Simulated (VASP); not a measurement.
Write the native input for VASP 6.6.1 that does the following.

```yaml
Task: single point
Functional: PBE
Potentials_or_basis: VASP PAW PBE potentials, release 64 (N, P, Ga_d)
Cutoff: 520 eV
k_mesh: 12 × 12 × 4
Occupations: fermi-dirac, width 0.02 eV
Spin: no spin polarisation
Dipole_correction: no
Further_INCAR_settings: ALGO = Normal; EDIFF = 1e-06; NBANDS = 36
```

The structure of Ga3PN2 lies in POSCAR:

```
Ga3PN2
1.0
    3.3963461515      0.0000000000      0.0000000000
   -1.6981730758      2.9413220472      0.0000000000
    0.0000000000      0.0000000000      8.4453061235
N P Ga
2 1 3
Direct
    0.0000000000      0.0000000000      0.0166058594
    0.3333333333      0.6666666667      0.3154627362
    0.6666666667      0.3333333333      0.6623394876
    0.3333333333      0.6666666667      0.0845341112
    0.6666666667      0.3333333333      0.3852571607
    0.0000000000      0.0000000000      0.7858006450
```

The input as run:

INCAR

```
SYSTEM = Ga3PN2
PREC = Accurate
ENCUT = 520
EDIFF = 1E-6
ISMEAR = -1
SIGMA = 0.02
LREAL = .False.
LASPH = .True.
NELM = 100
ALGO = Normal
ISIF = 2
LWAVE = .False.
LCHARG = .False.
GGA = PE
NBANDS = 36
```

KPOINTS

```
Automatic mesh
0
Gamma
  12 12 4
  0 0 0
```

Potentials or basis: VASP PAW PBE potentials, release 64 (N, P, Ga_d).

Command:

```console
$ cat potpaw_PBE.64/N/POTCAR potpaw_PBE.64/P/POTCAR potpaw_PBE.64/Ga_d/POTCAR > POTCAR
$ mpirun -np 1 vasp_std > vasp.out
```

It gave:

```json
{"Pressure": "4.6 GPa", "Largest force": "0.211 eV/Å", "Band gap on the k mesh": "zero (bands 27 and 28 overlap by 0.21 eV)"}
```

Caveat: the cell stands under pressure; semilocal functionals underestimate gaps, and a narrow one can read as zero.

It took 110 s on 1 thread of Intel(R) Xeon(R) 6975P-C (Granite Rapids) (shared host), peak memory 0.32 GiB.
